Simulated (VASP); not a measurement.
# HfN (F-43m) in VASP: settings compared, part 2 of 2

VASP 6.6.1. The steps go on from the part before.

## Step 3: Single point, LDA+U

This run uses another cell than the first one, of 15.02 Å³/atom, 1.020 times its volume.

INCAR

```
PREC = Accurate
ENCUT = 520
EDIFF = 1E-7
ISMEAR = -1
SIGMA = 0.05
LREAL = F
LASPH = T
NELM = 150
ALGO = Normal
ISIF = 2
LWAVE = F
LCHARG = T
LMAXMIX = 4
LDAU = T
LDAUTYPE = 2
LDAUL = 2 -1
LDAUU = 8 0
LDAUJ = 0 0
LDAUPRINT = 1
GGA = CA
LELF = T
LVHAR = T
NBANDS = 14
```

KPOINTS

```
Automatic mesh
0
Gamma
  9 9 9
```

POSCAR

```
HfN
1.0
    0.0000000000      2.4671829598      2.4671829598
    2.4671829598      0.0000000000      2.4671829598
    2.4671829598      2.4671829598      0.0000000000
Hf N
1 1
Direct
    0.0000000000      0.0000000000      0.0000000000
    0.2500000000      0.2500000000      0.2500000000
```

Potentials or basis: VASP PAW LDA potentials, release 64 (Hf_pv, N).

Launch:

```
> cat potpaw_LDA.64/Hf_pv/POTCAR potpaw_LDA.64/N/POTCAR > POTCAR
> mpirun -np 1 vasp_std > vasp.out
```

OUTCAR:

```text
PREC = Accurate
   ENCUT = 520
   EDIFF = 1E-7
   ISMEAR = -1
   LREAL = F
   LASPH = T
   NELM = 150
   ISIF = 2
   GGA = CA

 ion  position               nearest neighbor table
   1  0.000  0.000  0.000-   2 2.14   2 2.14   2 2.14   2 2.14
   2  0.250  0.250  0.250-   1 2.14   1 2.14   1 2.14   1 2.14

  LATTYP: Found a face centered cubic cell.
 ALAT       =     4.9343659196

  Lattice vectors:

[... 619 lines left out ...]
      5      -0.6424      2.00000
      6       2.4545      2.00000
      7       2.4545      2.00000
      8       5.1055      2.00000
      9       8.9447      0.00000
     10      11.5293      0.00000
     11      11.5293      0.00000
     12      11.8594      0.00000
     13      14.6953      0.00000
     14      15.7576      0.00000

 [... further k-points ...]
[... 5 lines left out ...]
  --------------------------------------------------------------------------------------
  -------------------------------------------------------------------------------------
  Total        1.9834297      1.9834297      1.9834297      0.0000000      0.0000000      0.0000000
  in kB      105.8018667    105.8018667    105.8018667      0.0000000      0.0000000      0.0000000
  external PRESSURE =     105.8018667 kB  Pullay stress =       0.0000000 kB

 VOLUME and BASIS-vectors are now :
 -----------------------------------------------------------------------------
  energy-cutoff  :      520.00
  volume of cell :       30.04
      direct lattice vectors                 reciprocal lattice vectors
     0.000000000  2.467182960  2.467182960    -0.202660284  0.202660284  0.202660284
     2.467182960  0.000000000  2.467182960     0.202660284 -0.202660284  0.202660284
     2.467182960  2.467182960  0.000000000     0.202660284  0.202660284 -0.202660284

 POSITION                                       TOTAL-FORCE (eV/Angst)
 -----------------------------------------------------------------------------------
      0.00000      0.00000      0.00000         0.000000      0.000000      0.000000
      1.23359      1.23359      1.23359        -0.000000     -0.000000     -0.000000
 -----------------------------------------------------------------------------------
    total drift:                               -0.000000     -0.000000     -0.000000

  FREE ENERGIE OF THE ION-ELECTRON SYSTEM (eV)
  ---------------------------------------------------
  free  energy   TOTEN  =       -17.9192143421 eV

  energy  without entropy=      -17.9127838668  energy(sigma->0) =      -17.91599910
```

OSZICAR:

```text
N       E                     dE             d eps       ncg     rms          rms(c)
DAV:   1     0.439979559463E+02    0.43998E+02   -0.76499E+03   980   0.967E+02
DAV:   2    -0.202402261977E+02   -0.64238E+02   -0.60750E+02  1280   0.225E+02
DAV:   3    -0.226342973772E+02   -0.23941E+01   -0.23824E+01  1184   0.355E+01
DAV:   4    -0.226477316901E+02   -0.13434E-01   -0.13432E-01  1160   0.316E+00
DAV:   5    -0.226478900699E+02   -0.15838E-03   -0.15838E-03  1166   0.290E-01    0.584E+01
DAV:   6    -0.181341475253E+02    0.45137E+01   -0.18123E+01   986   0.278E+01    0.470E+01
DAV:   7    -0.179495287775E+02    0.18462E+00   -0.81406E-01  1274   0.671E+00    0.311E+01
DAV:   8    -0.179394328056E+02    0.10096E-01   -0.29597E-01  1238   0.434E+00    0.917E+00
DAV:   9    -0.179189102588E+02    0.20523E-01   -0.59616E-02  1106   0.182E+00    0.253E+00
DAV:  10    -0.179192408963E+02   -0.33064E-03   -0.34770E-03  1292   0.507E-01    0.293E-01
DAV:  11    -0.179192119901E+02    0.28906E-04   -0.22490E-04  1106   0.132E-01    0.219E-01
DAV:  12    -0.179192147138E+02   -0.27237E-05   -0.35961E-05  1286   0.449E-02    0.261E-02
DAV:  13    -0.179192144205E+02    0.29336E-06   -0.11699E-06  1154   0.937E-03    0.182E-02
DAV:  14    -0.179192143421E+02    0.78369E-07   -0.26074E-07  1158   0.385E-03
   1 F= -.17919214E+02 E0= -.17915999E+02  d E =-.643048E-02
```

stdout:

```text
POSCAR found type information on POSCAR HfN
 POSCAR found :  2 types and       2 ions
 scaLAPACK will be used
 LDA part: xc-table for (Slater(with rela. corr.)+CA(PZ))
 , standard interpolation
 POSCAR, INCAR and KPOINTS ok, starting setup
 FFT: planning ... GRIDC
 FFT: planning ... GRID_SOFT
 FFT: planning ... GRID
 WAVECAR not read
 entering main loop
```

Run time: 17 s. Hardware: 1 thread of Intel Xeon 6975P-C, shared host; peak memory 0.15 GiB.

Results:

```
Free energy : -17.9192 eV
Pressure    : 10.6 GPa
```

Levels at points of the mesh, in eV from the Fermi level:
| k point | band 6 | band 7 | band 8 | band 9 | band 10 | band 11 |
| --- | --- | --- | --- | --- | --- | --- |
| (0.00, 0.00, 0.00) | -5.33 | -5.33 | -1.50 | 3.52 | 3.52 | 6.48 |

Eigenvalues of the final occupation matrices:
```
    site  spin  trace               eigenvalues
site 1 d     1   0.70  0.06 0.06 0.19 0.19 0.19
site 1 d     2   0.70  0.06 0.06 0.19 0.19 0.19
```

Caveat: spin-orbit coupling is left out, which moves the levels of the heavy elements; U without spin polarisation on a metal has little footing.

## Step 4: Relaxation of cell and atoms, LDA

This run uses another cell than the first one, of 14.79 Å³/atom, 1.005 times its volume.

INCAR

```
  PREC = Accurate
  ENCUT = 600
  EDIFF = 1E-7
  ISMEAR = -1
  SIGMA = 0.05
  LREAL = False
  LASPH = True
  NELM = 60
  ALGO = Normal
  ISIF = 3
  LWAVE = False
  LCHARG = False
  IBRION = 2
  NSW = 60
  EDIFFG = -0.01
```

KPOINTS is that of step 3.

POSCAR

```
HfN
1.0
    0.0000000000      2.4548220000      2.4548220000
    2.4548220000      0.0000000000      2.4548220000
    2.4548220000      2.4548220000      0.0000000000
Hf N
1 1
Direct
    0.0000000000      0.0000000000      0.0000000000
    0.2500000000      0.2500000000      0.2500000000
```

Launch:

```
> cat potpaw_LDA.64/Hf_pv/POTCAR potpaw_LDA.64/N/POTCAR > POTCAR
> mpirun -np 1 vasp_std > vasp.out
```

Wall time 37 s (1 thread of Intel Xeon 6975P-C, shared host); peak memory 0.16 GiB.

It converged, with:

```
Free energy                            : -23.0678 eV
Relaxed volume                         : 14.06 Å³/atom
Relaxed cell                           : a = 3.413 Å, b = 3.413 Å, c = 3.413 Å, α = 60.00°, β = 60.00°, γ = 60.00°
Space group after relaxing (to 0.05 Å) : F-43m (No. 216)
Energy gained by relaxing              : 24.2 meV/atom
Ionic steps                            : 4
Pressure after relaxing                : 0.0 GPa
```

The path:
| step | energy change (eV) | largest force (eV/Å) | pressure (GPa) | volume (Å³) |
| --- | --- | --- | --- | --- |
| 1 | 0.0000 | 0.0000 | -10.04 | 29.59 |
| 2 | 0.1045 | 0.0000 | 22.69 | 25.79 |
| 3 | -0.0483 | 0.0000 | -0.30 | 28.15 |
| 4 | -0.0483 | 0.0000 | -0.03 | 28.12 |

Final structure:
```xyz
2
Lattice="0.0000 2.4135 2.4135 2.4135 0.0000 2.4135 2.4135 2.4135 0.0000" Properties=species:S:1:pos:R:3 pbc="T T T"
Hf    4.8270    4.8270    4.8270
N     1.2068    1.2068    1.2068
```

Levels at points of the mesh, in eV from the Fermi level:
```
           k point  band 5  band 6  band 7  band 8  band 9  band 10
(0.00, 0.00, 0.00)   -5.70   -5.70   -5.70   -0.50    2.24     2.24
```

Caveat: spin-orbit coupling is left out, which moves the levels of the heavy elements.

## Step 5: Summary

| task | level | U | cell | cutoff (eV) | gap on the mesh (eV) | pressure (GPa) |
| --- | --- | --- | --- | --- | --- | --- |
| single point | LDA+U | Hf d U = 6.0 eV | a = 3.466 Å, angles 60.0°, 2 atoms | 520 | none | 8.9 |
| single point | LDA+U | Hf d U = 8.0 eV | a = 3.489 Å, angles 60.0°, 2 atoms | 520 | none | 10.6 |
| relaxation of cell and atoms | LDA | - | relaxed from a = 3.472 Å, angles 60.0°, 2 atoms | 600 | none | 0.0 |

Alike in all rows: potentials or basis VASP PAW LDA potentials, release 64 (Hf_pv, N); no spin polarisation; k mesh 9 × 9 × 9; smearing fermi-dirac 0.05 eV.

Caveats: spin-orbit coupling is left out, which moves the levels of the heavy elements; U without spin polarisation on a metal has little footing (some runs).

Total energies depend on the potentials used, so only differences within one code and one set of settings carry meaning.
